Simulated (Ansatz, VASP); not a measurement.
## ZrB2: VASP beside Ansatz

```xyz
3
Lattice="3.2271 0.0000 0.0000 -1.6135 2.7947 0.0000 0.0000 0.0000 3.5890" Properties=species:S:1:pos:R:3 pbc="T T T"
Zr    0.0000    0.0000    0.0000
B     0.0000    1.8632    1.7945
B     1.6135    0.9316    1.7945
```

Change from the starting cell: volume scaled by 1.06.

Alike in both runs: task single point; functional PBE; k mesh 12 × 12 × 9; occupations fermi-dirac, width 0.05 eV; no spin polarisation.

|  | VASP | Ansatz |
| --- | --- | --- |
| version | VASP 6.6.1 | Ansatz 0.2.0 |
| potentials or method | VASP PAW PBE potentials, release 64 (Zr_sv, B), cutoff 520 eV | all-electron LAPW, scalar-relativistic |

|  | VASP | Ansatz | Ansatz less VASP |
| --- | --- | --- | --- |
| pressure (GPa) | -10.4 | -10.5 | -0.09 |
| traceless stress, the component that is largest in VASP (GPa) | 1.73 | 1.73 | +0.001 |

Ansatz ran all-electron here, and VASP with PAW potentials.
